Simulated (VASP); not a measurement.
Set up this calculation in VASP 6.6.1, as the native input.

```
Task                   : single point
Functional             : PBE
Potentials or basis    : VASP PAW PBE potentials, release 64 (Ta_pv, W_sv, N)
Cutoff                 : 520 eV
k mesh                 : 4 × 4 × 4
Occupations            : gaussian, width 0.15 eV
Spin                   : no spin polarisation
Dipole correction      : no
Further INCAR settings : ALGO = Normal; EDIFF = 1e-06; NBANDS = 38
```

The structure of TaW2N4 lies in POSCAR:

```
TaW2N4
1.0
   -2.1224192873      2.1224192873      4.1960897539
    2.1224192873     -2.1224192873      4.1960897539
    2.1224192873      2.1224192873     -4.1960897539
Ta W N
1 2 4
Direct
    0.0000000000      0.0000000000      0.0000000000
    0.2500000000      0.7500000000      0.5000000000
    0.7500000000      0.2500000000      0.5000000000
    0.7398855739      0.7398855739      0.0000000000
    0.2601144261      0.2601144261      0.0000000000
    0.0000000000      0.5000000000      0.5000000000
    0.5000000000      0.0000000000      0.5000000000
```

The cell was built from a structure type or drawn by symmetry, and may not be a known phase.

The input as run:

INCAR

```
PREC = Accurate
ENCUT = 520
EDIFF = 1E-6
ISMEAR = 0
SIGMA = 0.15
LREAL = F
LASPH = T
NELM = 80
ALGO = Normal
ISIF = 2
LWAVE = F
LCHARG = F
GGA = PE
NBANDS = 38
```

KPOINTS

```
regular mesh
0
Gamma
  4 4 4
```

Potentials or basis: VASP PAW PBE potentials, release 64 (Ta_pv, W_sv, N).

The run is started by

```bash
$ cat potpaw_PBE.64/Ta_pv/POTCAR potpaw_PBE.64/W_sv/POTCAR potpaw_PBE.64/N/POTCAR > POTCAR
$ mpirun -np 1 vasp_std > vasp.out
```

Results of the run:

```
Pressure               : 0.9 GPa
Largest force          : 0.068 eV/Å
Band gap on the k mesh : zero (an odd number of electrons rules out a gap without spin polarisation)
```

Caveat: the k points lie up to 0.41 Å⁻¹ apart, too coarse for converged energies and pressures of a metal; spin-orbit coupling is left out, which moves the levels of the heavy elements.

It took 43 s on 1 thread of AMD EPYC 9R45 96-Core Processor (Zen 5), on a shared host, peak memory 0.21 GiB.
